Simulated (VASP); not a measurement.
# Sn2PbS3 (I4/mmm) in VASP: single point with PBE

Aim: the single point of Sn2PbS3 with PBE.

Everything below comes from runs of VASP 6.6.1. Logs are shortened: lines on timing, memory, paths and dates and some standing lists are left out, and cuts for length are marked.

## 1. The cell of the first run

Symmetry: I4/mmm, No. 139, tetragonal system. The conventional cell has a = 4.177 Å, b = 4.177 Å, c = 17.720 Å, α = 90.00°, β = 90.00°, γ = 90.00°. Within 3.8 Å of Sn (site symmetry 4mm) lie 6 S at 2.87 to 2.97 Å. Within 3.9 Å of Pb (site symmetry 4/mmm) lie 6 S at 2.95 to 3.01 Å. S (site symmetry 4mm) has 5 Sn at 2.87 to 2.95 Å and 1 Pb at 3.01 Å within 3.8 Å. Within 3.9 Å of S (site symmetry 4/mmm) lie 4 Pb at 2.95 Å and 2 Sn at 2.97 Å.

## 2. Single point, PBE

Input file INCAR:

```
SYSTEM = Sn2PbS3
ALGO = Normal
EDIFF = 1E-6
ENCUT = 520
GGA = PE
ISIF = 2
ISMEAR = 0
LASPH = .TRUE.
LCHARG = .FALSE.
LREAL = .FALSE.
LWAVE = .FALSE.
NBANDS = 39
NELM = 80
PREC = Accurate
SIGMA = 0.1
```

Input file KPOINTS:

```
k-points
0
G
  6 6 6
  0 0 0
```

Input file POSCAR:

```
Sn2PbS3
1.0
   -2.0886292000      2.0886292000      8.8602369000
    2.0886292000     -2.0886292000      8.8602369000
    2.0886292000      2.0886292000     -8.8602369000
Sn Pb S
2 1 3
Direct
    0.6678550000      0.6678550000      0.0000000000
    0.3321450000      0.3321450000      0.0000000000
    0.0000000000      0.0000000000      0.0000000000
    0.8299000000      0.8299000000      0.0000000000
    0.5000000000      0.5000000000      0.0000000000
    0.1701000000      0.1701000000      0.0000000000
```

Potentials or basis: VASP PAW PBE potentials, release 64 (Sn_d, Pb_d, S).

Run with:

```bash
cat potpaw_PBE.64/Sn_d/POTCAR potpaw_PBE.64/Pb_d/POTCAR potpaw_PBE.64/S/POTCAR > POTCAR
mpirun -np 1 vasp_std > vasp.out
```

OUTCAR:

```text
SYSTEM = Sn2PbS3
   EDIFF = 1E-6
   ENCUT = 520
   GGA = PE
   ISIF = 2
   ISMEAR = 0
   LASPH = .TRUE.
   LREAL = .FALSE.
   NELM = 80
   PREC = Accurate

 ion  position               nearest neighbor table
   1  0.668  0.668  0.000-   4 2.87   6 2.95   6 2.95   6 2.95   6 2.95   5 2.97
   2  0.332  0.332  0.000-   6 2.87   4 2.95   4 2.95   4 2.95   4 2.95   5 2.97
   3  0.000  0.000  0.000-   5 2.95   5 2.95   5 2.95   5 2.95   6 3.01   4 3.01
   4  0.830  0.830  0.000-   1 2.87   2 2.95   2 2.95   2 2.95   2 2.95   3 3.01
   5  0.500  0.500  0.000-   3 2.95   3 2.95   3 2.95   3 2.95   2 2.97   1 2.97
   6  0.170  0.170  0.000-   2 2.87   1 2.95   1 2.95   1 2.95   1 2.95   3 3.01

  LATTYP: Found a body centered tetragonal cell.
 ALAT       =     4.1772584000
 C/A-ratio  =     4.2421301493

  Lattice vectors:

 A1 = (  -2.0886292000,   2.0886292000,   8.8602369000)
 A2 = (   2.0886292000,  -2.0886292000,   8.8602369000)
 A3 = (   2.0886292000,   2.0886292000,  -8.8602369000)

Analysis of symmetry for initial positions (statically):
=====================================================================
 Subroutine PRICEL returns:
 Original cell was already a primitive cell.

 Routine SETGRP: Setting up the symmetry group for a
 body centered tetragonal supercell.

 Subroutine GETGRP returns: Found 16 space group operations
 (whereof 16 operations were pure point group operations)
 out of a pool of 16 trial point group operations.

The static configuration has the point symmetry D_4h.

Analysis of symmetry for dynamics (positions and initial velocities):
=====================================================================
 Subroutine PRICEL returns:
 Original cell was already a primitive cell.

 Routine SETGRP: Setting up the symmetry group for a
 body centered tetragonal supercell.

 Subroutine GETGRP returns: Found 16 space group operations
 (whereof 16 operations were pure point group operations)
 out of a pool of 16 trial point group operations.

The dynamic configuration has the point symmetry D_4h.

 Subroutine INISYM returns: Found 16 space group operations
 (whereof 16 operations are pure point group operations),
 and found     1 'primitive' translations

----------------------------------------------------------------------------------------

                                     Primitive cell

  volume of cell :     154.6066

  direct lattice vectors                    reciprocal lattice vectors
    -2.088629200  2.088629200  8.860236900     0.000000000  0.239391463  0.056431900
     2.088629200 -2.088629200  8.860236900     0.239391463  0.000000000  0.056431900
     2.088629200  2.088629200 -8.860236900     0.239391463  0.239391463  0.000000000

  length of vectors
     9.339622144  9.339622144  9.339622144     0.245952906  0.245952906  0.338550654

  position of ions in fractional coordinates (direct lattice)
     0.667855000  0.667855000  0.000000000
     0.332145000  0.332145000  0.000000000
     0.000000000  0.000000000  0.000000000
     0.829900000  0.829900000  0.000000000
     0.500000000  0.500000000  0.000000000
     0.170100000  0.170100000  0.000000000

  ion indices of the primitive-cell ions
   primitive index   ion index
                 1           1
                 2           2
                 3           3
                 4           4
                 5           5
                 6           6

----------------------------------------------------------------------------------------

 KPOINTS: k-points

Automatic generation of k-mesh.
 Grid dimensions read from file:
 generate k-points for:    6    6    6

 Generating k-lattice:

  Cartesian coordinates                     Fractional coordinates (reciprocal lattice)
     0.000000000  0.039898577  0.009405317     0.166666667  0.000000000  0.000000000
     0.039898577  0.000000000  0.009405317     0.000000000  0.166666667  0.000000000
     0.039898577  0.039898577  0.000000000     0.000000000  0.000000000  0.166666667

  Length of vectors
     0.040992151  0.040992151  0.056425109

  Shift w.r.t. Gamma in fractional coordinates (k-lattice)
     0.000000000  0.000000000  0.000000000

 Subroutine IBZKPT returns following result:
 ===========================================

 Found     30 irreducible k-points:

 Following reciprocal coordinates:
            Coordinates               Weight
  0.000000  0.000000  0.000000      1.000000
  0.166667 -0.000000  0.000000      8.000000
  0.333333 -0.000000  0.000000      8.000000
  0.500000 -0.000000  0.000000      4.000000
  0.166667  0.166667  0.000000      8.000000
  0.333333  0.166667  0.000000     16.000000
[... 16 lines left out ...]
 -0.333333 -0.333333  0.166667      8.000000
 -0.166667 -0.333333  0.166667      8.000000
 [... further k-points ...]
   k-points           NKPTS =     30   k-points in BZ     NKDIM =     30   number of bands    NBANDS=     39
   number of dos      NEDOS =    301   number of ions     NIONS =      6
   total plane-waves  NPLWV = 343000
   dimension x,y,z NGX =    70 NGY =   70 NGZ =   70
   dimension x,y,z NGXF=   140 NGYF=  140 NGZF=  140
   ions per type =               2   1   3
   NGX,Y,Z   is equivalent  to a cutoff of  12.46, 12.46, 12.46 a.u.
   NGXF,Y,Z  is equivalent  to a cutoff of  24.92, 24.92, 24.92 a.u.
 SYSTEM =  Sn2PbS3
   PREC   = accura    normal or accurate (medium, high low for compatibility)
   ISTART =      0    job   : 0-new  1-cont  2-samecut
   ICHARG =      2    charge: 1-file 2-atom 10-const
   ISPIN  =      1    spin polarized calculation?
   LNONCOLLINEAR =      F non collinear calculations
   LSORBIT =      F    spin-orbit coupling
   LASPH  =      T    aspherical Exc in radial PAW
   ENCUT  =  520.0 eV  38.22 Ry    6.18 a.u.  17.37 17.37 17.37*2*pi/ulx,y,z
   NELM   =     80;   NELMIN=  2; NELMDL= -5     # of ELM steps
   EDIFF  = 0.1E-05   stopping-criterion for ELM
   LREAL  =      F    real-space projection
   EDIFFG = 0.1E-04   stopping-criterion for IOM
   NSW    =      0    number of steps for IOM
   IBRION =     -1    ionic relax: 0-MD 1-quasi-New 2-CG
   NFREE  =      0    steps in history (QN), initial steepest desc. (CG)
   ISIF   =      2    stress and relaxation
   ISYM   =      2    0-nonsym 1-usesym 2-fastsym
   POTIM  = 0.5000    time-step for ionic-motion
   TEBEG  =    0.0;   TEEND  =   0.0 temperature during run
   PSTRESS=    0.0 pullay stress
   NELECT =      60.0000    total number of electrons
   NUPDOWN=      -1.0000    fix difference up-down
   EMIN   =  10.00;   EMAX   =-10.00  energy-range for DOS
   EFERMI =   0.00;   METHOD = LEGACY
   ISMEAR =     0;   SIGMA  =   0.10  broadening in eV -4-tet -1-fermi 0-gaus
   EFERMI_NEDOS =   21; number of points for ismear=-14 and -15
   IALGO  =     38    algorithm
   IMIX   =      4    mixing-type and parameters
     AMIX     =   0.40;   BMIX     =  1.00
     AMIX_MAG =   1.60;   BMIX_MAG =  1.00
  volume/ion in A,a.u.               =      25.77       173.89
  Fermi-wavevector in a.u.,A,eV,Ry     =   1.194123  2.256566 19.400968  1.425931
  Thomas-Fermi vector in A             =   2.330121
   LORBIT       =      0    0 simple, 1 ext, 2 COOP (PROOUT), +10 PAW based schemes
   GGA     = PE    functional components
   LHFCALC =     F    Hartree Fock is set to
   AEXX    =    0.0000 exact exchange contribution
   IVDW    =     0    specifies the selected vdW correction
   LEPSILON=     F    determine dielectric tensor
   LRPA    =     F    only Hartree local field effects (RPA)
 non-spin polarized calculation
 Gauss-broadening in eV      SIGMA  =   0.10
  energy-cutoff  :      520.00
  volume of cell :      154.61
 maximum number of plane-waves:      4182
 NGX is ok and might be reduce to    70
   NGX = 35   NGY = 35   NGZ = 35

 number of electron      60.0000011 magnetization

 Free energy of the ion-electron system (eV)
  ---------------------------------------------------
  ext. energy  EPLUGINS =         0.00000000
  ---------------------------------------------------
  free energy    TOTEN  =       -26.30440895 eV

  energy without entropy =      -26.30301065  energy(sigma->0) =      -26.30370980

 E-fermi :   6.2218     XC(G=0):  -9.6246

 val. band max:        6.1453600972   @ k =   0.5000  -0.0000   0.0000
 cond. band min:       6.3163943290   @ k =   0.5000  -0.0000   0.0000
 fundamental gap:      0.1710342318
 Fermi energy:         6.2217856993

 k-point     1 :       0.0000    0.0000    0.0000
  band No.  band energies     occupation
      1     -15.6202      2.00000
      2     -15.6188      2.00000
      3     -15.6144      2.00000
      4     -15.6042      2.00000
      5     -15.6042      2.00000
      6     -15.6041      2.00000
[... 31 lines left out ...]
     38      10.8150      0.00000
     39      10.8152      0.00000

 k-point     2 :       0.1667   -0.0000    0.0000
  band No.  band energies     occupation
      1     -15.6184      2.00000
      2     -15.6145      2.00000
      3     -15.6121      2.00000
      4     -15.6044      2.00000
      5     -15.6043      2.00000
      6     -15.6031      2.00000
[... 31 lines left out ...]
     38      10.2161      0.00000
     39      10.2534      0.00000

 k-point     3 :       0.3333   -0.0000    0.0000
  band No.  band energies     occupation
      1     -15.6152      2.00000
      2     -15.6104      2.00000
      3     -15.6073      2.00000
      4     -15.6072      2.00000
      5     -15.6067      2.00000
      6     -15.6016      2.00000
[... 31 lines left out ...]
     38       9.6804      0.00000
     39       9.9520      0.00000

 k-point     4 :       0.5000   -0.0000    0.0000
  band No.  band energies     occupation
      1     -15.6122      2.00000
      2     -15.6117      2.00000
      3     -15.6089      2.00000
      4     -15.6089      2.00000
      5     -15.6047      2.00000
      6     -15.6046      2.00000
[... 31 lines left out ...]
     38       9.6409      0.00000
     39       9.6590      0.00000
[... 754 lines left out ...]
     38       8.9915      0.00000
     39      10.3961      0.00000

 k-point    23 :      -0.3333   -0.3333    0.1667
  band No.  band energies     occupation
      1     -15.6161      2.00000
      2     -15.6124      2.00000
      3     -15.6089      2.00000
      4     -15.6060      2.00000
      5     -15.6055      2.00000
      6     -15.6036      2.00000
[... 31 lines left out ...]
     38      10.1008      0.00000
     39      10.7113      0.00000

 k-point    24 :      -0.1667   -0.3333    0.1667
  band No.  band energies     occupation
      1     -15.6188      2.00000
      2     -15.6146      2.00000
      3     -15.6121      2.00000
      4     -15.6044      2.00000
      5     -15.6043      2.00000
      6     -15.6031      2.00000
[... 31 lines left out ...]
     38      10.3636      0.00000
     39      10.5028      0.00000

 [... further k-points ...]
[... 5 lines left out ...]
  --------------------------------------------------------------------------------------
  -------------------------------------------------------------------------------------
  Total       -0.1576389     -0.1576389     -0.1763782      0.0000000     -0.0000000      0.0000000
  in kB       -1.6336010     -1.6336010     -1.8277949      0.0000000     -0.0000000      0.0000000
  external PRESSURE =      -1.6983323 kB  Pullay stress =       0.0000000 kB

 VOLUME and BASIS-vectors are now :
 -----------------------------------------------------------------------------
  energy-cutoff  :      520.00
  volume of cell :      154.61
      direct lattice vectors                 reciprocal lattice vectors
    -2.088629200  2.088629200  8.860236900     0.000000000  0.239391463  0.056431900
     2.088629200 -2.088629200  8.860236900     0.239391463  0.000000000  0.056431900
     2.088629200  2.088629200 -8.860236900     0.239391463  0.239391463  0.000000000

 POSITION                                       TOTAL-FORCE (eV/Angst)
 -----------------------------------------------------------------------------------
      0.00000      0.00000     11.83471         0.000000      0.000000     -0.002468
      0.00000      0.00000      5.88577        -0.000000     -0.000000      0.002468
      0.00000      0.00000      0.00000         0.000000      0.000000      0.000000
      0.00000      0.00000     14.70622        -0.000000     -0.000000     -0.004616
      0.00000      0.00000      8.86024         0.000000      0.000000      0.000000
      0.00000      0.00000      3.01425         0.000000      0.000000      0.004616
 -----------------------------------------------------------------------------------
    total drift:                                0.000000     -0.000000      0.000000

  FREE ENERGIE OF THE ION-ELECTRON SYSTEM (eV)
  ---------------------------------------------------
  free  energy   TOTEN  =       -26.3044089483 eV

  energy  without entropy=      -26.3030106506  energy(sigma->0) =      -26.30370980
```

Wall time 16 min (1 thread of Intel Xeon Platinum 8488C (Sapphire Rapids), shared host); peak memory 0.74 GiB.

Results:

- Free energy: -26.3044 eV
- Pressure: -0.2 GPa
- Largest force: 0.005 eV/Å
- Band gap on the k mesh: 0.17 eV

Forces in eV/Å, atoms in the order of the input:
```
Sn   0.000  0.000 -0.002
Sn   0.000  0.000  0.002
Pb   0.000  0.000  0.000
S    0.000  0.000 -0.005
S    0.000  0.000  0.000
S    0.000  0.000  0.005
```

Caveat: spin-orbit coupling is left out, which moves the levels of the heavy elements. A k mesh can miss the band edges.
